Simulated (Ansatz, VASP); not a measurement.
ZnCoC4N4: VASP beside Ansatz

```xyz
10
Lattice="5.8872 0.0000 0.0000 0.0000 5.8872 0.0000 0.0000 0.0000 5.8872" Properties=species:S:1:pos:R:3 pbc="T T T"
Zn    0.0000    0.0000    0.0000
Co    2.9436    2.9436    2.9436
C     1.1603    1.1603    1.1603
C     1.1603    4.7269    4.7269
C     4.7269    1.1603    4.7269
C     4.7269    4.7269    1.1603
N     1.8334    1.8334    1.8334
N     1.8334    4.0538    4.0538
N     4.0538    1.8334    4.0538
N     4.0538    4.0538    1.8334
```

Alike in both runs: functional PBE; k mesh 6 × 6 × 6; occupations gaussian, width 0.02 eV; collinear spin.

Ansatz relaxed the structure, and its values are those at the end. VASP's run is a single point on that final structure, the one shown.

|  | VASP | Ansatz |
| --- | --- | --- |
| version | VASP 6.6.1 | Ansatz 0.2.0 |
| potentials or method | VASP PAW PBE potentials, release 64 (Zn, Co, C, N), cutoff 520 eV | scalar-relativistic, plane waves, PAW |
| valence electrons in the cell | 57 | 65 |

```csv
,VASP,Ansatz,Ansatz less VASP
gap on the k mesh at the Fermi level (eV),1.44,1.44,-0.003
least direct gap on the mesh (eV),1.54,1.53,-0.002
pressure (GPa),0.4,0.0,-0.42
rms of the force components (eV/Å),0.193,0.004,-0.1895
net moment per atom (μB),0.30,0.30,0.000
size of the moment on the site where the two differ most (μB),2.49,2.29,-0.200
```

Site moments also hang on the region over which each program counts them. One of these differences is far larger than is usual between the two programs; its cause wasn't traced. VASP's potentials hold 57 valence electrons a cell and Ansatz's 65, so a difference there can come from the potentials and not from the codes.

Noted on VASP's run: the standard files for N, O and F lose accuracy on very short bonds.
